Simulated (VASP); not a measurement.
# Co (I4/mmm) in VASP: single point with PBEsol

Aim: the single point of Co with PBEsol.

Everything below comes from runs of VASP 6.6.1. Logs are shortened: lines on timing, memory, paths and dates and some standing lists are left out, and cuts for length are marked.

## Step 1: The cell of the first run

It takes space group I4/mmm (No. 139, tetragonal). The conventional cell has a = 2.664 Å, b = 2.664 Å, c = 2.945 Å, α = 90.00°, β = 90.00°, γ = 90.00°. Co (site symmetry 4/mmm) has 14 Co at 2.39 to 2.94 Å within 3.2 Å.

## Step 2: Single point, PBEsol, collinear spin, ferromagnetic start (strain -0.050 along x and y, +0.050 along z)

Contents of INCAR:

```
PREC = Accurate
ENCUT = 600
EDIFF = 1E-6
ISMEAR = 0
SIGMA = 0.15
LREAL = False
LASPH = True
NELM = 200
ALGO = Normal
ISIF = 2
LWAVE = False
LCHARG = False
ISPIN = 2
MAGMOM = 2.05
LORBIT = 11
LMAXMIX = 4
GGA = PS
NBANDS = 18
GGA_COMPAT = False
```

Contents of KPOINTS:

```
regular mesh
0
Gamma
  24 24 24
```

Contents of POSCAR:

```
Co
1.0
   -1.3322040000      1.3322040000      1.4724360000
    1.3322040000     -1.3322040000      1.4724360000
    1.3322040000      1.3322040000     -1.4724360000
Co
1
Direct
    0.0000000000      0.0000000000      0.0000000000
```

Potentials or basis: VASP PAW PBE potentials, release 64 (Co_sv).

The run is started by

```console
cat potpaw_PBE.64/Co_sv/POTCAR > POTCAR
mpirun -np 1 vasp_std > vasp.out
```

OUTCAR:

```text
PREC = Accurate
   ENCUT = 600
   EDIFF = 1E-6
   ISMEAR = 0
   LREAL = False
   LASPH = True
   NELM = 200
   ISIF = 2
   ISPIN = 2
   LORBIT = 11
   GGA = PS

 ion  position               nearest neighbor table
   1  0.000  0.000  0.000-

  LATTYP: Found a body centered tetragonal cell.
 ALAT       =     2.6644080000
 C/A-ratio  =     1.1052631579

  Lattice vectors:

 A1 = (  -1.3322040000,   1.3322040000,   1.4724360000)
 A2 = (   1.3322040000,  -1.3322040000,   1.4724360000)
 A3 = (   1.3322040000,   1.3322040000,  -1.4724360000)

Analysis of symmetry for initial positions (statically):
=====================================================================
 Subroutine PRICEL returns:
 Original cell was already a primitive cell.

 Routine SETGRP: Setting up the symmetry group for a
 body centered tetragonal supercell.

 Subroutine GETGRP returns: Found 16 space group operations
 (whereof 16 operations were pure point group operations)
 out of a pool of 16 trial point group operations.

The static configuration has the point symmetry D_4h.

Analysis of symmetry for dynamics (positions and initial velocities):
=====================================================================
 Subroutine PRICEL returns:
 Original cell was already a primitive cell.

 Routine SETGRP: Setting up the symmetry group for a
 body centered tetragonal supercell.

 Subroutine GETGRP returns: Found 16 space group operations
 (whereof 16 operations were pure point group operations)
 out of a pool of 16 trial point group operations.

The dynamic configuration has the point symmetry D_4h.

Analysis of structural, dynamic, and magnetic symmetry:
=====================================================================
 Subroutine PRICEL returns:
 Original cell was already a primitive cell.

 Routine SETGRP: Setting up the symmetry group for a
 body centered tetragonal supercell.

 Subroutine GETGRP returns: Found 16 space group operations
 (whereof 16 operations were pure point group operations)
 out of a pool of 16 trial point group operations.

The overall configuration has the point symmetry D_4h.

 Subroutine INISYM returns: Found 16 space group operations
 (whereof 16 operations are pure point group operations),
 and found     1 'primitive' translations

----------------------------------------------------------------------------------------

                                     Primitive cell

  volume of cell :      10.4529

  direct lattice vectors                    reciprocal lattice vectors
    -1.332204000  1.332204000  1.472436000     0.000000000  0.375317894  0.339573333
     1.332204000 -1.332204000  1.472436000     0.375317894  0.000000000  0.339573333
     1.332204000  1.332204000 -1.472436000     0.375317894  0.375317894  0.000000000

  length of vectors
     2.391150930  2.391150930  2.391150930     0.506135921  0.506135921  0.530779656

  position of ions in fractional coordinates (direct lattice)
     0.000000000  0.000000000  0.000000000

  ion indices of the primitive-cell ions
   primitive index   ion index
                 1           1

----------------------------------------------------------------------------------------

 KPOINTS: regular mesh

Automatic generation of k-mesh.
 Grid dimensions read from file:
 generate k-points for:   24   24   24

 Generating k-lattice:

  Cartesian coordinates                     Fractional coordinates (reciprocal lattice)
     0.000000000  0.015638246  0.014148889     0.041666667  0.000000000 -0.000000000
     0.015638246  0.000000000  0.014148889     0.000000000  0.041666667 -0.000000000
     0.015638246  0.015638246  0.000000000     0.000000000  0.000000000  0.041666667

  Length of vectors
     0.021088997  0.021088997  0.022115819

  Shift w.r.t. Gamma in fractional coordinates (k-lattice)
     0.000000000  0.000000000  0.000000000

 Subroutine IBZKPT returns following result:
 ===========================================

 Found   1063 irreducible k-points:

 Following reciprocal coordinates:
            Coordinates               Weight
  0.000000  0.000000  0.000000      1.000000
  0.041667  0.000000  0.000000      8.000000
  0.083333  0.000000 -0.000000      8.000000
  0.125000  0.000000  0.000000      8.000000
  0.166667  0.000000 -0.000000      8.000000
  0.208333  0.000000  0.000000      8.000000
[... 16 lines left out ...]
  0.416667  0.041667  0.000000     16.000000
  0.458333  0.041667  0.000000     16.000000
 [... further k-points ...]
   k-points           NKPTS =   1063   k-points in BZ     NKDIM =   1063   number of bands    NBANDS=     18
   number of dos      NEDOS =    301   number of ions     NIONS =      1
   total plane-waves  NPLWV =   8000
   dimension x,y,z NGX =    20 NGY =   20 NGZ =   20
   dimension x,y,z NGXF=    40 NGYF=   40 NGZF=   40
   ions per type =               1
   NGX,Y,Z   is equivalent  to a cutoff of  13.91, 13.91, 13.91 a.u.
   NGXF,Y,Z  is equivalent  to a cutoff of  27.81, 27.81, 27.81 a.u.
 SYSTEM =  unknown system
   PREC   = accura    normal or accurate (medium, high low for compatibility)
   ISTART =      0    job   : 0-new  1-cont  2-samecut
   ICHARG =      2    charge: 1-file 2-atom 10-const
   ISPIN  =      2    spin polarized calculation?
   LNONCOLLINEAR =      F non collinear calculations
   LSORBIT =      F    spin-orbit coupling
   LASPH  =      T    aspherical Exc in radial PAW
   ENCUT  =  600.0 eV  44.10 Ry    6.64 a.u.   4.78  4.78  4.78*2*pi/ulx,y,z
   NELM   =    200;   NELMIN=  2; NELMDL= -5     # of ELM steps
   EDIFF  = 0.1E-05   stopping-criterion for ELM
   LREAL  =      F    real-space projection
   EDIFFG = 0.1E-04   stopping-criterion for IOM
   NSW    =      0    number of steps for IOM
   IBRION =     -1    ionic relax: 0-MD 1-quasi-New 2-CG
   NFREE  =      0    steps in history (QN), initial steepest desc. (CG)
   ISIF   =      2    stress and relaxation
   ISYM   =      2    0-nonsym 1-usesym 2-fastsym
   POTIM  = 0.5000    time-step for ionic-motion
   TEBEG  =    0.0;   TEEND  =   0.0 temperature during run
   PSTRESS=    0.0 pullay stress
   NELECT =      17.0000    total number of electrons
   NUPDOWN=      -1.0000    fix difference up-down
   EMIN   =  10.00;   EMAX   =-10.00  energy-range for DOS
   EFERMI =   0.00;   METHOD = LEGACY
   ISMEAR =     0;   SIGMA  =   0.15  broadening in eV -4-tet -1-fermi 0-gaus
   EFERMI_NEDOS =   21; number of points for ismear=-14 and -15
   IALGO  =     38    algorithm
   IMIX   =      4    mixing-type and parameters
     AMIX     =   0.40;   BMIX     =  1.00
     AMIX_MAG =   1.60;   BMIX_MAG =  1.00
  volume/ion in A,a.u.               =      10.45        70.54
  Fermi-wavevector in a.u.,A,eV,Ry     =   1.925212  3.638123 50.429183  3.706440
  Thomas-Fermi vector in A             =   2.958647
   LORBIT       =     11    0 simple, 1 ext, 2 COOP (PROOUT), +10 PAW based schemes
   GGA     = PS    functional components
   LHFCALC =     F    Hartree Fock is set to
   AEXX    =    0.0000 exact exchange contribution
   IVDW    =     0    specifies the selected vdW correction
   LEPSILON=     F    determine dielectric tensor
   LRPA    =     F    only Hartree local field effects (RPA)
 spin polarized calculation
 Gauss-broadening in eV      SIGMA  =   0.15
  energy-cutoff  :      600.00
  volume of cell :       10.45
 maximum number of plane-waves:       362
   NGX =  9   NGY =  9   NGZ =  9

 number of electron      17.0000029 magnetization       1.6790315

 Free energy of the ion-electron system (eV)
  ---------------------------------------------------
  ext. energy  EPLUGINS =         0.00000000
  ---------------------------------------------------
  free energy    TOTEN  =        -7.72078946 eV

  energy without entropy =       -7.70500874  energy(sigma->0) =       -7.71289910

 E-fermi :  12.6934     XC(G=0): -14.3391

 val. band max:       12.6932395555   @ k =  -0.3333   0.3333   0.1250
 cond. band min:      12.6936194297   @ k =   0.0833   0.0833   0.0833
 fundamental gap:      0.0003798742
 Fermi energy:        12.6934072202

 spin component 1

 k-point     1 :       0.0000    0.0000    0.0000
  band No.  band energies     occupation
      1     -83.3975      1.00000
      2     -46.6242      1.00000
      3     -46.5270      1.00000
      4     -46.5270      1.00000
      5       3.1480      1.00000
      6       9.5385      1.00000
[... 10 lines left out ...]
     17      44.8021      0.00000
     18      44.8021      0.00000

 k-point     2 :       0.0417    0.0000    0.0000
  band No.  band energies     occupation
      1     -83.3963      1.00000
      2     -46.6274      1.00000
      3     -46.5303      1.00000
      4     -46.5289      1.00000
      5       3.2212      1.00000
      6       9.5387      1.00000
[... 10 lines left out ...]
     17      44.5909      0.00000
     18      46.2210      0.00000

 k-point     3 :       0.0833    0.0000   -0.0000
  band No.  band energies     occupation
      1     -83.3929      1.00000
      2     -46.6383      1.00000
      3     -46.5394      1.00000
      4     -46.5345      1.00000
      5       3.4387      1.00000
      6       9.5357      1.00000
[... 10 lines left out ...]
     17      44.6259      0.00000
     18      46.9299      0.00000

 k-point     4 :       0.1250    0.0000    0.0000
  band No.  band energies     occupation
      1     -83.3875      1.00000
      2     -46.6589      1.00000
      3     -46.5494      1.00000
      4     -46.5437      1.00000
      5       3.7932      1.00000
      6       9.5221      1.00000
[... 375 lines left out ...]
      4     -46.5724      1.00000
      5       6.9689      1.00000
      6       8.9467      1.00000
[... 10 lines left out ...]
     17      48.2125      0.00000
     18      54.9621      0.00000

 k-point    23 :       0.4167    0.0417    0.0000
  band No.  band energies     occupation
      1     -83.3311      1.00000
      2     -46.9411      1.00000
      3     -46.6378      1.00000
      4     -46.5735      1.00000
      5       7.0495      1.00000
      6       8.8869      1.00000
[... 10 lines left out ...]
     17      49.5817      0.00000
     18      54.5124      0.00000

 k-point    24 :       0.4583    0.0417    0.0000
  band No.  band energies     occupation
      1     -83.3287      1.00000
      2     -46.9534      1.00000
      3     -46.6415      1.00000
      4     -46.5742      1.00000
      5       7.0739      1.00000
      6       8.8549      1.00000
[... 10 lines left out ...]
     17      50.8167      0.00000
     18      54.1136      0.00000

 [... further k-points ...]

 spin component 2

 k-point     1 :       0.0000    0.0000    0.0000
  band No.  band energies     occupation
      1     -81.3080      1.00000
      2     -44.5255      1.00000
      3     -44.5027      1.00000
      4     -44.5027      1.00000
      5       3.2568      1.00000
      6      11.0520      1.00000
[... 10 lines left out ...]
     17      45.3163      0.00000
     18      45.3163      0.00000

 k-point     2 :       0.0417    0.0000    0.0000
  band No.  band energies     occupation
      1     -81.3068      1.00000
      2     -44.5293      1.00000
      3     -44.5059      1.00000
      4     -44.5048      1.00000
      5       3.3302      1.00000
      6      11.0502      1.00000
[... 10 lines left out ...]
     17      45.1020      0.00000
     18      46.6525      0.00000

 k-point     3 :       0.0833    0.0000   -0.0000
  band No.  band energies     occupation
      1     -81.3031      1.00000
      2     -44.5461      1.00000
      3     -44.5108      1.00000
      4     -44.5108      1.00000
      5       3.5488      1.00000
      6      11.0410      1.00000
[... 10 lines left out ...]
     17      44.8941      0.00000
     18      47.4998      0.00000

 k-point     4 :       0.1250    0.0000    0.0000
  band No.  band energies     occupation
      1     -81.2973      1.00000
      2     -44.5773      1.00000
      3     -44.5206      1.00000
      4     -44.5129      1.00000
      5       3.9063      1.00000
      6      11.0159      1.00000
[... 375 lines left out ...]
      4     -44.5160      1.00000
      5       7.7240      1.00000
      6      10.4021      1.00000
[... 10 lines left out ...]
     17      48.4362      0.00000
     18      55.5150      0.00000

 k-point    23 :       0.4167    0.0417    0.0000
  band No.  band energies     occupation
      1     -81.2369      1.00000
      2     -44.9066      1.00000
      3     -44.6217      1.00000
      4     -44.5166      1.00000
      5       7.9556      1.00000
      6      10.3350      1.00000
[... 10 lines left out ...]
     17      49.8314      0.00000
     18      55.0420      0.00000

 k-point    24 :       0.4583    0.0417    0.0000
  band No.  band energies     occupation
      1     -81.2343      1.00000
      2     -44.9203      1.00000
      3     -44.6257      1.00000
      4     -44.5170      1.00000
      5       8.0511      1.00000
      6      10.2992      1.00000
[... 10 lines left out ...]
     17      51.0602      0.00000
     18      54.6180      0.00000

 [... further k-points ...]

------------------------ aborting loop because EDIFF is reached ----------------------------------------

  FORCE on cell =-STRESS in cart. coord.  units (eV):
  Direction    XX          YY          ZZ          XY          YZ          ZX
  --------------------------------------------------------------------------------------
  -------------------------------------------------------------------------------------
  Total       -0.2674593     -0.2674593      0.1512958      0.0000000      0.0000000      0.0000000
  in kB      -40.9949483    -40.9949483     23.1899332      0.0000000      0.0000000      0.0000000
  external PRESSURE =     -19.5999878 kB  Pullay stress =       0.0000000 kB

 VOLUME and BASIS-vectors are now :
 -----------------------------------------------------------------------------
  energy-cutoff  :      600.00
  volume of cell :       10.45
      direct lattice vectors                 reciprocal lattice vectors
    -1.332204000  1.332204000  1.472436000     0.000000000  0.375317894  0.339573333
     1.332204000 -1.332204000  1.472436000     0.375317894  0.000000000  0.339573333
     1.332204000  1.332204000 -1.472436000     0.375317894  0.375317894  0.000000000

 POSITION                                       TOTAL-FORCE (eV/Angst)
 -----------------------------------------------------------------------------------
      0.00000      0.00000      0.00000        -0.000000      0.000000     -0.000000
 -----------------------------------------------------------------------------------
    total drift:                                0.000000     -0.000000      0.000000

  FREE ENERGIE OF THE ION-ELECTRON SYSTEM (eV)
  ---------------------------------------------------
  free  energy   TOTEN  =        -7.7207894616 eV

  energy  without entropy=       -7.7050087362  energy(sigma->0) =       -7.71289910

 total charge

# of ion       s       p       d       tot
------------------------------------------
    1        2.255   6.132   6.690  15.077

 magnetization (x)

# of ion       s       p       d       tot
------------------------------------------
    1       -0.000  -0.010   1.733   1.722
```

Wall time 2.8 min (1 thread of Intel Xeon 6975P-C (Granite Rapids), shared host); peak memory 0.43 GiB.

Results:

```yaml
Free_energy: -7.7208 eV
Pressure: -2.0 GPa
Net_moment: 1.68 μB per cell
Site_moments: Co +1.72 μB
Valence_electrons_inside_the_program's_atomic_spheres: Co 15.08
```

Stress tensor (GPa, compression positive):
```
-4.10  0.00  0.00
 0.00 -4.10  0.00
 0.00  0.00  2.32
```

Caveat: the cell differs from its parent crystal (strain -0.050 along x and y, +0.050 along z); the PAW data sets were made with another functional, which shifts forces and pressure a little.
